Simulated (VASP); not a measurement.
Be2TlSi2:

```
CELL_PARAMETERS angstrom
-1.90488 1.90488 4.99795
1.90488 -1.90488 4.99795
1.90488 1.90488 -4.99795
ATOMIC_POSITIONS crystal
Be 0.25000 0.75000 0.50000
Be 0.75000 0.25000 0.50000
Tl 0.00000 0.00000 0.00000
Si 0.62600 0.62600 0.00000
Si 0.37400 0.37400 0.00000
```

```yaml
Program: VASP 6.6.1
Task: relaxation of cell and atoms
Functional: PBE
Potentials_or_basis: VASP PAW PBE potentials, release 64 (Be, Tl_d, Si)
Cutoff: 600 eV
k_mesh: 6 × 6 × 6
Occupations: gaussian, width 0.1 eV
Spin: no spin polarisation
```

At the start: pressure 9.8 GPa; volume 14.51 Å³/atom.

Question: How do energy, volume and symmetry change on relaxing?

Answer: Over 7 steps the energy falls by 64.3 meV/atom and the volume is 16.05 Å³/atom (+10.7 %); space group I4/mmm (No. 139, to 0.1 Å) before and after.

The path:
```csv
step,energy change (eV),largest force (eV/Å),pressure (GPa),volume (Å³)
1,0.0000,0.4550,9.83,72.54
2,-0.2899,0.0358,-1.66,82.26
3,-0.2927,0.0749,-0.81,81.29
4,-0.3176,0.0011,-0.45,80.85
5,-0.3208,0.0526,-0.29,80.64
6,-0.3209,0.0602,-0.27,80.61
7,-0.3213,0.0061,0.05,80.27
```

Final structure:
```
CELL_PARAMETERS angstrom
-2.01373 2.01373 4.94856
2.01373 -2.01373 4.94856
2.01373 2.01373 -4.94856
ATOMIC_POSITIONS crystal
Be 0.25000 0.75000 0.50000
Be 0.75000 0.25000 0.50000
Tl 0.00000 0.00000 0.00000
Si 0.62364 0.62364 0.00000
Si 0.37636 0.37636 0.00000
```
